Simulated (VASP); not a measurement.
LaBi, 2 atoms in the cell. It takes space group Fm-3m (No. 225, cubic). The conventional cell has a = 6.283 Å, b = 6.283 Å, c = 6.283 Å, α = 90.00°, β = 90.00°, γ = 90.00°. La (site symmetry m-3m) has 6 Bi at 3.14 Å within 4.1 Å. Bi (site symmetry m-3m) has 6 La at 3.14 Å within 4.1 Å. 

| Item | Value |
| --- | --- |
| Program | VASP 6.6.1 |
| Task | single point |
| Functional | PBEsol |
| Potentials or basis | VASP PAW PBE potentials, release 64 (La, Bi_d) |
| Cutoff | 520 eV |
| k mesh | 12 × 12 × 12 |
| Occupations | gaussian, width 0.1 eV |
| Spin | no spin polarisation |
| Dipole correction | no |
| Further INCAR settings | ALGO = Fast; EDIFF = 1e-06; NBANDS = 20 |

Potentials or basis: VASP PAW PBE potentials, release 64 (La, Bi_d).

The run is started by

```bash
$ cat potpaw_PBE.64/La/POTCAR potpaw_PBE.64/Bi_d/POTCAR > POTCAR
$ mpirun -np 1 vasp_std > vasp.out
```

Hardware: 1 thread of Intel(R) Xeon(R) Platinum 8488C (Sapphire Rapids) (shared host).

**Question.** Estimate the wall time of this run.

**Answer.** Wall time 2.6 min on 1 thread of Intel(R) Xeon(R) Platinum 8488C (Sapphire Rapids), with other jobs on the host, peak memory 0.29 GiB. Counts: scf iterations 31, k points 72.
